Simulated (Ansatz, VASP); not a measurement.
SnO, level by level in two programs

```xyz
4
Lattice="3.7358 0.0000 0.0000 0.0000 3.7358 0.0000 0.0000 0.0000 4.7872" Properties=species:S:1:pos:R:3 pbc="T T T"
Sn    1.8679    0.0000    3.6604
Sn    0.0000    1.8679    1.1268
O     0.0000    0.0000    0.0000
O     1.8679    1.8679    0.0000
```

Single points on this cell with VASP 6.6.1 and Ansatz 0.2.0. Each row is one pair of runs. Alike in all rows: spin: off; k mesh: 7 × 7 × 6; smearing: fermi-dirac, width 0.05 eV.

```tsv
level	VASP's potentials, cutoff	Ansatz's potentials, cutoff	gap on the k mesh at the Fermi level (eV), VASP	gap on the k mesh at the Fermi level (eV), Ansatz	least direct gap on the mesh (eV), VASP	least direct gap on the mesh (eV), Ansatz	pressure (GPa), VASP	pressure (GPa), Ansatz
revPBE+D4	VASP PAW PBE potentials, release 64 (Sn_d, O), 600 eV	Ansatz PAW, 420 eV	0.14	0.12	2.04	2.06	8.5	8.3
r2SCAN+rVV10	VASP PAW PBE potentials, release 64 (Sn_d, O), 660 eV	Ansatz PAW, 500 eV	0.21	0.20	2.29	2.34	5.9	5.1
PBE+D4	VASP PAW PBE potentials, release 64 (Sn_d, O), 520 eV	Ansatz PAW, 420 eV	0.16	0.14	2.02	2.05	8.4	8.1
LDA	VASP PAW LDA potentials, release 64 (Sn_d, O), 520 eV	Ansatz PAW, 420 eV	0.23	0.24	1.95	2.00	3.4	3.0
r2SCAN	VASP PAW PBE potentials, release 64 (Sn_d, O), 520 eV	Ansatz PAW, 500 eV	0.24	0.23	2.33	2.37	7.1	6.4
```

Gap on the k mesh at the fermi level (eV): the two programs differ by at most 0.018; least direct gap on the mesh (eV): the two programs differ by at most 0.052; pressure (GPa): the two programs differ by at most 0.74.

Noted on Ansatz's runs: odd divisions of the mesh miss points on the zone boundary, where band edges often lie, so the gap on the mesh can be too wide.
